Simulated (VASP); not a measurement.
# Fe (Fmmm) in VASP: further runs

The runs below take Fe through single point, with PBEsol, PBE.

All numbers are computed with VASP 6.6.1; they aren't measurements. Logs are shortened: lines on timing, memory, paths and dates and some standing lists are left out, and cuts for length are marked.

### Step 1. The cell of the first run

Symmetry: Fmmm, No. 69, orthorhombic system. Conventional cell: a = 2.997 Å, b = 3.883 Å, c = 3.930 Å, α = 90.00°, β = 90.00°, γ = 90.00°. Within 3.2 Å of Fe (site symmetry mmm) lie 14 Fe at 2.45 to 3.00 Å.

### Step 2. Single point, PBEsol, collinear spin, ferromagnetic start

Input file INCAR:

```
PREC = Accurate ; ENCUT = 520
EDIFF = 1E-6 ; ISMEAR = -1
SIGMA = 0.005 ; LREAL = False
LASPH = True ; NELM = 150
ALGO = Normal ; ISIF = 2
LWAVE = False ; LCHARG = False
ISPIN = 2 ; MAGMOM = 3
LORBIT = 11 ; LMAXMIX = 4
GGA = PS ; NBANDS = 14
```

Input file KPOINTS:

```
Automatic mesh
0
Gamma
  11 11 11
```

Input file POSCAR:

```
Fe
1.0
    0.0000000000      1.9417396906      1.9651051623
    1.4984397099      0.0000000000      1.9651051623
    1.4984397099      1.9417396906      0.0000000000
Fe
1
Direct
    0.0000000000      0.0000000000      0.0000000000
```

Potentials or basis: VASP PAW PBE potentials, release 64 (Fe).

The run is started by

```sh
$ cat potpaw_PBE.64/Fe/POTCAR > POTCAR
$ mpirun -np 1 vasp_std > vasp.out
```

OUTCAR:

```text
PREC = Accurate
   ENCUT = 520
   EDIFF = 1E-6
   ISMEAR = -1
   LREAL = False
   LASPH = True
   NELM = 150
   ISIF = 2
   ISPIN = 2
   LORBIT = 11
   GGA = PS

 ion  position               nearest neighbor table
   1  0.000  0.000  0.000-

  LATTYP: Found a face centered orthorhombic cell.
 ALAT       =     2.9968794198
 B/A-ratio  =     1.2958410524
 C/A-ratio  =     1.3114342535

  Lattice vectors:

 A1 = (   0.0000000000,   1.9417396906,   1.9651051623)
 A2 = (   1.4984397099,   0.0000000000,   1.9651051623)
 A3 = (   1.4984397099,   1.9417396906,   0.0000000000)

Analysis of symmetry for initial positions (statically):
=====================================================================
 Subroutine PRICEL returns:
 Original cell was already a primitive cell.

 Routine SETGRP: Setting up the symmetry group for a
 face centered orthorhombic supercell.

 Subroutine GETGRP returns: Found  8 space group operations
 (whereof  8 operations were pure point group operations)
 out of a pool of  8 trial point group operations.

The static configuration has the point symmetry D_2h.

Analysis of symmetry for dynamics (positions and initial velocities):
=====================================================================
 Subroutine PRICEL returns:
 Original cell was already a primitive cell.

 Routine SETGRP: Setting up the symmetry group for a
 face centered orthorhombic supercell.

 Subroutine GETGRP returns: Found  8 space group operations
 (whereof  8 operations were pure point group operations)
 out of a pool of  8 trial point group operations.

The dynamic configuration has the point symmetry D_2h.

Analysis of structural, dynamic, and magnetic symmetry:
=====================================================================
 Subroutine PRICEL returns:
 Original cell was already a primitive cell.

 Routine SETGRP: Setting up the symmetry group for a
 face centered orthorhombic supercell.

 Subroutine GETGRP returns: Found  8 space group operations
 (whereof  8 operations were pure point group operations)
 out of a pool of  8 trial point group operations.

The overall configuration has the point symmetry D_2h.

 Subroutine INISYM returns: Found  8 space group operations
 (whereof  8 operations are pure point group operations),
 and found     1 'primitive' translations

----------------------------------------------------------------------------------------

                                     Primitive cell

  volume of cell :      11.4353

  direct lattice vectors                    reciprocal lattice vectors
     0.000000000  1.941739691  1.965105162    -0.333680426  0.257501045  0.254439309
     1.498439710  0.000000000  1.965105162     0.333680426 -0.257501045  0.254439309
[... 118 lines left out ...]
 NGX is ok and might be reduce to    24
   NGX = 11   NGY =  9   NGZ =  9

 number of electron       8.0000000 magnetization       2.2219893

 Free energy of the ion-electron system (eV)
  ---------------------------------------------------
  ext. energy  EPLUGINS =         0.00000000
  ---------------------------------------------------
  free energy    TOTEN  =        -8.87696601 eV

  energy without entropy =       -8.87688333  energy(sigma->0) =       -8.87692467

 E-fermi :   5.5710     XC(G=0): -13.2405

 val. band max:        5.5625160560   @ k =   0.3636   0.1818   0.1818
 cond. band min:       5.5754473953   @ k =  -0.4545   0.0909   0.4545
 fundamental gap:      0.0129313393
 Fermi energy:         5.5710351684

 spin component 1

 k-point     1 :       0.0000    0.0000    0.0000
  band No.  band energies     occupation
      1      -2.8850      1.00000
      2       3.1326      1.00000
      3       3.2254      1.00000
      4       3.5580      1.00000
      5       4.2999      1.00000
      6       4.6980      1.00000
      7      29.3877      0.00000
      8      30.8606      0.00000
      9      31.1224      0.00000
     10      35.0588      0.00000
     11      36.1187      0.00000
     12      36.3706      0.00000
     13      36.8679      0.00000
     14      36.9567      0.00000
[... 379 lines left out ...]
      3       2.8871      1.00000
      4       4.2698      1.00000
      5       4.5175      1.00000
      6       5.5356      0.99917
      7      20.3672      0.00000
      8      21.2267      0.00000
      9      28.1485      0.00000
     10      31.7481      0.00000
     11      35.2409      0.00000
     12      38.6825      0.00000
     13      41.7526      0.00000
     14      42.4565      0.00000

 [... further k-points ...]

 spin component 2

 k-point     1 :       0.0000    0.0000    0.0000
  band No.  band energies     occupation
      1      -2.6200      1.00000
      2       5.0315      1.00000
      3       5.1631      1.00000
      4       5.6500      0.00000
      5       6.8384      0.00000
      6       7.4393      0.00000
      7      29.2696      0.00000
      8      30.8008      0.00000
      9      31.0947      0.00000
     10      35.4875      0.00000
     11      36.2757      0.00000
     12      37.3708      0.00000
     13      37.6037      0.00000
     14      37.6963      0.00000
[... 379 lines left out ...]
      3       4.7002      1.00000
      4       6.6477      0.00000
      5       7.1295      0.00000
      6       7.6822      0.00000
      7      21.1485      0.00000
      8      21.8748      0.00000
      9      28.7185      0.00000
     10      31.9404      0.00000
     11      35.6570      0.00000
     12      39.0198      0.00000
     13      42.3871      0.00000
     14      42.9880      0.00000

 [... further k-points ...]
[... 5 lines left out ...]
  --------------------------------------------------------------------------------------
  -------------------------------------------------------------------------------------
  Total       -1.1304884     -0.4666053     -0.6383582     -0.0000000      0.0000000      0.0000000
  in kB     -158.3910431    -65.3753769    -89.4394088     -0.0000000      0.0000000      0.0000000
  external PRESSURE =    -104.4019429 kB  Pullay stress =       0.0000000 kB

 VOLUME and BASIS-vectors are now :
 -----------------------------------------------------------------------------
  energy-cutoff  :      520.00
  volume of cell :       11.44
      direct lattice vectors                 reciprocal lattice vectors
     0.000000000  1.941739691  1.965105162    -0.333680426  0.257501045  0.254439309
     1.498439710  0.000000000  1.965105162     0.333680426 -0.257501045  0.254439309
     1.498439710  1.941739691  0.000000000     0.333680426  0.257501045 -0.254439309

 POSITION                                       TOTAL-FORCE (eV/Angst)
 -----------------------------------------------------------------------------------
      0.00000      0.00000      0.00000         0.000000      0.000000     -0.000000
 -----------------------------------------------------------------------------------
    total drift:                                0.000000     -0.000000      0.000000

  FREE ENERGIE OF THE ION-ELECTRON SYSTEM (eV)
  ---------------------------------------------------
  free  energy   TOTEN  =        -8.8769660096 eV

  energy  without entropy=       -8.8768833281  energy(sigma->0) =       -8.87692467

 total charge

# of ion       s       p       d       tot
------------------------------------------
    1        0.487   0.542   6.229   7.258

 magnetization (x)

# of ion       s       p       d       tot
------------------------------------------
    1       -0.014  -0.049   2.273   2.211
```

OSZICAR:

```text
N       E                     dE             d eps       ncg     rms          rms(c)
DAV:   1     0.212134946151E+02    0.21213E+02   -0.37693E+03 13186   0.692E+02
DAV:   2    -0.903844620087E+01   -0.30252E+02   -0.27774E+02 13278   0.129E+02
DAV:   3    -0.995942625690E+01   -0.92098E+00   -0.91141E+00 14646   0.230E+01
DAV:   4    -0.996244373215E+01   -0.30175E-02   -0.30173E-02 14076   0.120E+00
DAV:   5    -0.996245774913E+01   -0.14017E-04   -0.14016E-04 14750   0.840E-02    0.120E+01
DAV:   6    -0.896591499107E+01    0.99654E+00   -0.11096E+01 15354   0.387E+01    0.572E+00
DAV:   7    -0.889432147227E+01    0.71594E-01   -0.70353E-01 14826   0.937E+00    0.335E+00
DAV:   8    -0.888566257264E+01    0.86589E-02   -0.68128E-03 14290   0.488E-01    0.133E+00
DAV:   9    -0.887706782265E+01    0.85947E-02   -0.81895E-03 16478   0.468E-01    0.319E-01
DAV:  10    -0.887691545665E+01    0.15237E-03   -0.66212E-04 14590   0.277E-01    0.998E-02
DAV:  11    -0.887696653359E+01   -0.51077E-04   -0.12299E-04 14866   0.933E-02    0.646E-02
DAV:  12    -0.887696600960E+01    0.52399E-06   -0.98165E-06 14946   0.305E-02
   1 F= -.88769660E+01 E0= -.88769247E+01  d E =-.826815E-04  mag=     2.2217
```

stdout:

```text
POSCAR found type information on POSCAR Fe
 POSCAR found :  1 types and       1 ions
 scaLAPACK will be used
 -----------------------------------------------------------------------------
|                                                                             |
|                                                                             |
|     You enforced a specific xc type in the INCAR file but a different       |
|     I HOPE YOU KNOW WHAT YOU ARE DOING!                                     |
|                                                                             |
 -----------------------------------------------------------------------------

 LDA part: xc-table for (Slater+PW92), standard interpolation
 POSCAR, INCAR and KPOINTS ok, starting setup
 FFT: planning ... GRIDC
 FFT: planning ... GRID_SOFT
 FFT: planning ... GRID
 WAVECAR not read
 entering main loop
```

Run time: 2 min. Hardware: 1 thread of AMD EPYC 7R13, shared host; peak memory 0.14 GiB.

Results:

```yaml
Free_energy: -8.8770 eV
Pressure: -10.4 GPa
Net_moment: 2.22 μB per cell
Site_moments: Fe +2.21 μB
Valence_electrons_inside_the_program's_atomic_spheres: Fe 7.26
```

Caveat: the PAW data sets were made with another functional, which shifts forces and pressure a little.

### Step 3. Single point, PBE, collinear spin, ferromagnetic start

Input file INCAR:

```
SYSTEM = Fe
PREC = Accurate
ENCUT = 520
EDIFF = 1E-6
ISMEAR = -1
SIGMA = 0.05
LREAL = .False.
LASPH = .True.
NELM = 150
ALGO = Fast
ISIF = 2
LWAVE = .False.
LCHARG = .False.
ISPIN = 2
MAGMOM = 4.5
LORBIT = 11
LMAXMIX = 4
GGA = PE
NBANDS = 14
```

Input file KPOINTS:

```
Automatic mesh
0
Gamma
  13 13 13
  0 0 0
```

POSCAR is that of step 2.

Potentials or basis: VASP PAW PBE potentials, release 64 (Fe).

The run is started by

```sh
$ cat potpaw_PBE.64/Fe/POTCAR > POTCAR
$ mpirun -np 1 vasp_std > vasp.out
```

OUTCAR:

```text
SYSTEM = Fe
   PREC = Accurate
   ENCUT = 520
   EDIFF = 1E-6
   ISMEAR = -1
   LREAL = .False.
   LASPH = .True.
   NELM = 150
   ISIF = 2
   ISPIN = 2
   LORBIT = 11
   GGA = PE

 ion  position               nearest neighbor table
   1  0.000  0.000  0.000-

  LATTYP: Found a face centered orthorhombic cell.
 ALAT       =     2.9968794198
 B/A-ratio  =     1.2958410524
 C/A-ratio  =     1.3114342535

  Lattice vectors:

[... 1026 lines left out ...]
  --------------------------------------------------------------------------------------
  -------------------------------------------------------------------------------------
  Total       -0.4542004      0.1442523      0.0444369     -0.0000000      0.0000000      0.0000000
  in kB      -63.6373456     20.2109793      6.2259926     -0.0000000      0.0000000      0.0000000
  external PRESSURE =     -12.4001246 kB  Pullay stress =       0.0000000 kB

 VOLUME and BASIS-vectors are now :
 -----------------------------------------------------------------------------
  energy-cutoff  :      520.00
  volume of cell :       11.44
      direct lattice vectors                 reciprocal lattice vectors
     0.000000000  1.941739691  1.965105162    -0.333680426  0.257501045  0.254439309
     1.498439710  0.000000000  1.965105162     0.333680426 -0.257501045  0.254439309
     1.498439710  1.941739691  0.000000000     0.333680426  0.257501045 -0.254439309

 POSITION                                       TOTAL-FORCE (eV/Angst)
 -----------------------------------------------------------------------------------
      0.00000      0.00000      0.00000        -0.000000      0.000000      0.000000
 -----------------------------------------------------------------------------------
    total drift:                                0.000000     -0.000000      0.000000

  FREE ENERGIE OF THE ION-ELECTRON SYSTEM (eV)
  ---------------------------------------------------
  free  energy   TOTEN  =        -8.2259809443 eV

  energy  without entropy=       -8.2165220795  energy(sigma->0) =       -8.22125151

 total charge

# of ion       s       p       d       tot
------------------------------------------
    1        0.485   0.535   6.236   7.256

 magnetization (x)

# of ion       s       p       d       tot
------------------------------------------
    1       -0.015  -0.055   2.264   2.195
```

OSZICAR:

```text
N       E                     dE             d eps       ncg     rms          rms(c)
DAV:   1     0.231857354336E+02    0.23186E+02   -0.38239E+03 21056   0.726E+02
DAV:   2    -0.744964056260E+01   -0.30635E+02   -0.27725E+02 21056   0.129E+02
DAV:   3    -0.836054864875E+01   -0.91091E+00   -0.90520E+00 23198   0.232E+01
DAV:   4    -0.836356847088E+01   -0.30198E-02   -0.30196E-02 22268   0.120E+00
DAV:   5    -0.836358283506E+01   -0.14364E-04   -0.14365E-04 23384   0.854E-02    0.132E+01
RMM:   6    -0.826185220390E+01    0.10173E+00   -0.12637E+00 24137   0.121E+01    0.469E+00
RMM:   7    -0.824772534056E+01    0.14127E-01   -0.39954E-02 24446   0.211E+00    0.335E+00
RMM:   8    -0.823270646124E+01    0.15019E-01   -0.68366E-03 25031   0.653E-01    0.120E+00
RMM:   9    -0.822642032482E+01    0.62861E-02   -0.16866E-03 23922   0.301E-01    0.304E-01
RMM:  10    -0.822594397937E+01    0.47635E-03   -0.55115E-04 24771   0.241E-01    0.396E-02
RMM:  11    -0.822597910343E+01   -0.35124E-04   -0.12819E-04 24933   0.867E-02    0.302E-02
RMM:  12    -0.822598181680E+01   -0.27134E-05   -0.14190E-05 25565   0.266E-02    0.127E-02
RMM:  13    -0.822598094431E+01    0.87248E-06   -0.20540E-06 22089   0.902E-03
   1 F= -.82259809E+01 E0= -.82212515E+01  d E =-.945886E-02  mag=     2.1959
```

Wall time 3.6 min (1 thread of AMD EPYC 7R13, shared host); peak memory 0.17 GiB.

What came out:

| Quantity | Value |
| --- | --- |
| Free energy | -8.2260 eV |
| Pressure | -1.2 GPa |
| Net moment | 2.20 μB per cell |
| Site moments | Fe +2.19 μB |
| Valence electrons inside the program's atomic spheres | Fe 7.26 |
